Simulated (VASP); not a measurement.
Si, 12 atoms in the cell. The typed cell holds 12 atoms: a = 5.433 Å, b = 3.842 Å, c = 11.634 Å, α = 82.89°, β = 86.65°, γ = 90.00°.  This cell differs from its parent crystal: the part above a cut slid along it.

- Program: VASP 6.6.1
- Task: single point
- Functional: PBEsol
- Potentials or basis: VASP PAW PBE potentials, release 64 (Si)
- Cutoff: 520 eV
- k mesh: 6 × 9 × 3
- Occupations: gaussian, width 0.05 eV
- Spin: no spin polarisation
- Dipole correction: no
- Further INCAR settings: ALGO = Fast; EDIFF = 1e-06; NBANDS = 36

Potentials or basis: VASP PAW PBE potentials, release 64 (Si).

Command:

```sh
$ cat potpaw_PBE.64/Si/POTCAR > POTCAR
$ mpirun -np 1 vasp_std > vasp.out
```

Hardware: 1 thread of Oxide Virtual Turin-like Processor (shared host).

Q: Estimate the wall time of this run.

A: Run time: 9.1 min on 1 thread of Oxide Virtual Turin-like Processor (shared host), peak memory 0.57 GiB. Counts: scf iterations 15, k points 82.
